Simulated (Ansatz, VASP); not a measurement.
# MnSb in VASP and in Ansatz

File INCAR:

```
SYSTEM = MnSb
ALGO = Normal
EDIFF = 1E-7
ENCUT = 520
GGA = CA
ISIF = 2
ISMEAR = -1
ISPIN = 2
LASPH = .TRUE.
LCHARG = .FALSE.
LMAXMIX = 4
LORBIT = 11
LREAL = .FALSE.
LWAVE = .FALSE.
MAGMOM = 0 0 4 4
NBANDS = 30
NELM = 150
PREC = Accurate
SIGMA = 0.05
```

KPOINTS

```
k-points
0
G
  7 7 5
  0 0 0
```

Contents of POSCAR:

```
MnSb
1.0
    4.1774842447      0.0000000000      0.0000000000
   -2.0887421223      3.6178074798      0.0000000000
    0.0000000000      0.0000000000      5.8182792613
Sb Mn
2 2
Direct
    0.6666666667      0.3333333333      0.7500000000
    0.3333333333      0.6666666667      0.2500000000
    0.0000000000      0.0000000000      0.5000000000
    0.0000000000      0.0000000000      0.0000000000
```

File input.yaml:

```yaml
crystal:
  lattice:
    - [4.1774842447, 0.0, 0.0]
    - [-2.0887421223, 3.6178074798, 0.0]
    - [0.0, 0.0, 5.8182792613]
  atoms:
    - { symbol: Sb, position: [0.6666666667, 0.3333333333, 0.75] }
    - { symbol: Sb, position: [0.3333333333, 0.6666666667, 0.25] }
    - { symbol: Mn, position: [0.0, 0.0, 0.5], spin: 4.0 }
    - { symbol: Mn, position: [0.0, 0.0, 0.0], spin: 4.0 }
hamiltonian:
  xc: lda
  pseudopotentials: { kind: paw }
magnetization:
  spin_polarized: true
kpoints:
  mp_grid: { grid: [7, 7, 5] }
scf:
  occupations: { method: fermi_dirac, width: 0.05 }
output:
  forces: true
  stress: true
  eigenvalues: true
```

Alike in both runs: task single point; functional LDA; k mesh 7 × 7 × 5; occupations fermi-dirac, width 0.05 eV; collinear spin.

|  | VASP | Ansatz |
| --- | --- | --- |
| version | VASP 6.6.1 | Ansatz 0.2.0 |
| potentials or method | VASP PAW LDA potentials, release 64 (Sb, Mn_pv) | Ansatz PAW |
| plane-wave cutoff (eV) | 520 | 420 |
| valence electrons in the cell | 36 | 60 |

|  | VASP | Ansatz | Ansatz less VASP |
| --- | --- | --- | --- |
| gap on the k mesh at the Fermi level (eV) | none | none | - |
| pressure (GPa) | -11.8 | -11.2 | +0.60 |
| traceless stress, the component that is largest in VASP (GPa) | -0.78 | -0.71 | +0.068 |
| net moment per atom (μB) | 1.62 | 1.66 | +0.036 |
| size of the moment on the site where the two differ most (μB) | 3.25 | 3.36 | +0.118 |

LDA's correlation is that of Perdew and Zunger in VASP and of Perdew and Wang (1992) in Ansatz. Site moments also hang on the region over which each program counts them. A gap of «none» marks a metal or a gap that the smearing closes. VASP's potentials hold 36 valence electrons a cell and Ansatz's 60, so a difference there can come from the potentials and not from the codes.

Spin-orbit coupling is off throughout.
